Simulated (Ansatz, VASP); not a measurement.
Ta: VASP beside Ansatz

File INCAR:

```
SYSTEM = Ta
ALGO = Normal ; EDIFF = 1E-6
ENCUT = 520 ; GGA = PS
ISIF = 2 ; ISMEAR = 0
LASPH = .TRUE. ; LCHARG = .FALSE.
LREAL = .FALSE. ; LWAVE = .FALSE.
NBANDS = 12 ; NELM = 60
PREC = Accurate ; SIGMA = 0.15
```

File KPOINTS:

```
k-points
0
G
  20 20 20
  0 0 0
```

POSCAR

```
Ta
1.0
   -1.7338440000      1.7338440000      1.5687160000
    1.7338440000     -1.7338440000      1.5687160000
    1.7338440000      1.7338440000     -1.5687160000
Ta
1
Direct
    0.0000000000      0.0000000000      0.0000000000
```

Input for Ansatz:

```yaml
crystal:
  lattice:
    - [-1.733844, 1.733844, 1.568716]
    - [1.733844, -1.733844, 1.568716]
    - [1.733844, 1.733844, -1.568716]
  atoms:
    - { symbol: Ta, position: [0.0, 0.0, 0.0] }
basis:
  ecutwfc: 420
kpoints:
  mp_grid: { grid: [20, 20, 20] }
hamiltonian:
  xc: pbesol
scf:
  occupations: { method: gaussian, width: 0.15 }
output:
  forces: true
  stress: true
  eigenvalues: true
```

Change from the starting cell: strain +0.050 along x and y, -0.050 along z, atoms carried along.

Alike in both runs: task single point; functional PBEsol; k mesh 20 × 20 × 20; occupations gaussian, width 0.15 eV; no spin polarisation.

```csv
,VASP,Ansatz
version,VASP 6.6.1,Ansatz 0.2.0
potentials or method,"VASP PAW PBE potentials, release 64 (Ta_pv), cutoff 520 eV","scalar-relativistic, plane waves, PAW"
valence electrons in the cell,11,13
```

```csv
,VASP,Ansatz,Ansatz less VASP
gap on the k mesh at the Fermi level (eV),none,none,-
pressure (GPa),-11.1,-11.2,-0.08
"traceless stress, the component that is largest in VASP (GPa)",4.05,4.07,+0.018
```

VASP's potentials were made for PBE, not for PBEsol. A gap of «none» marks a metal or a gap that the smearing closes. VASP's potentials hold 11 valence electrons a cell and Ansatz's 13, so a difference there can come from the potentials and not from the codes.

Neither program's run includes spin-orbit coupling.
